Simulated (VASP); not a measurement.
A run of VASP 6.6.1:

File INCAR:

```
SYSTEM = Si
PREC = Accurate
ENCUT = 520
EDIFF = 1E-6
ISMEAR = -1
SIGMA = 0.01
LREAL = .FALSE.
LASPH = .TRUE.
NELM = 150
ALGO = Normal
ISIF = 2
LWAVE = .FALSE.
LCHARG = .TRUE.
ISPIN = 2
MAGMOM = 2
LORBIT = 11
GGA = RP
LELF = .TRUE.
LVHAR = .TRUE.
ISYM = 0
NBANDS = 12
```

KPOINTS

```
regular mesh
0
G
  1 1 1
  0 0 0
```

POSCAR

```
Si
1.0
   14.0000000000      0.0000000000      0.0000000000
    0.0000000000     14.4000000000      0.0000000000
    0.0000000000      0.0000000000     14.8000000000
Si
1
Direct
    0.5000000000      0.5000000000      0.5000000000
```

Potentials or basis: VASP PAW PBE potentials, release 64 (Si).

Command:

```console
$ cat potpaw_PBE.64/Si/POTCAR > POTCAR
$ mpirun -np 1 vasp_gam > vasp.out
```

Hardware: 1 thread of Intel(R) Xeon(R) Platinum 8488C (Sapphire Rapids) (shared host).

Question: Estimate the wall time of this run.

Answer: Run time: 7.8 min on 1 thread of Intel(R) Xeon(R) Platinum 8488C (Sapphire Rapids), with other jobs on the host, peak memory 2.7 GiB. Counts: scf iterations 30, k points 1.
